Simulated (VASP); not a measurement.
## Ge4H: single point with PBE+D3(BJ)

Ge4H, a slab with vacuum:

```
Ge H
1.0
     8.06015    0.00000    0.00000
    -4.03007    6.98029    0.00000
     0.00000    0.00000   23.64318
Ge H
16 4
Direct
  0.66667 0.33333 0.40308
  0.66667 0.83333 0.40308
  0.16667 0.33333 0.40308
  0.16667 0.83333 0.40308
  0.50000 0.50000 0.43787
  0.50000 0.00000 0.43787
  0.00000 0.50000 0.43787
  0.00000 0.00000 0.43787
  0.00000 0.50000 0.54262
  0.99835 0.99918 0.54223
  0.50082 0.50165 0.54223
  0.50082 0.99918 0.54223
  0.83353 0.66647 0.57810
  0.83353 0.16705 0.57810
  0.33295 0.66647 0.57810
  0.33333 0.16667 0.57449
  0.66652 0.33326 0.33709
  0.66667 0.83333 0.33728
  0.16674 0.33326 0.33709
  0.16674 0.83348 0.33709
```

| Quantity | Value |
| --- | --- |
| Program | VASP 6.6.1 |
| Task | single point |
| Functional | PBE |
| Dispersion | D3(BJ) |
| Potentials or basis | VASP PAW PBE potentials, release 64 (Ge_d, H) |
| Cutoff | 520 eV |
| k mesh | 3 × 3 × 1 |
| Occupations | gaussian, width 0.1 eV |
| Spin | no spin polarisation |

```
Largest force              : 0.179 eV/Å
Band gap on the k mesh     : zero (bands 114 and 115 overlap by 0.19 eV)
Dispersion energy per atom : -0.175 eV
```

Forces in eV/Å, atoms in the order of the input:
```
Ge   0.008  0.004  0.086
Ge   0.000  0.000  0.179
Ge  -0.008  0.004  0.086
Ge   0.000 -0.009  0.086
Ge   0.000 -0.052 -0.104
Ge  -0.045  0.026 -0.104
Ge   0.000  0.000 -0.013
Ge   0.045  0.026 -0.104
Ge   0.000  0.000 -0.083
Ge  -0.077 -0.045  0.021
Ge   0.000  0.089  0.021
Ge   0.077 -0.045  0.021
Ge   0.009 -0.005  0.023
Ge   0.000  0.011  0.023
Ge  -0.009 -0.005  0.023
Ge   0.000  0.000 -0.137
H   -0.004 -0.003  0.007
H    0.000  0.000 -0.050
H    0.004 -0.003  0.007
H    0.000  0.005  0.007
```

Levels at points of the mesh, in eV from the Fermi level:
```tsv
k point	band 112	band 113	band 114	band 115	band 116	band 117
(0.00, 0.00, 0.00)	-0.33	-0.31	-0.11	0.08	0.08	0.78
```

Wall time 21 min on 1 thread of Intel(R) Xeon(R) 6975P-C (Granite Rapids), with other jobs on the host, peak memory 1.3 GiB.
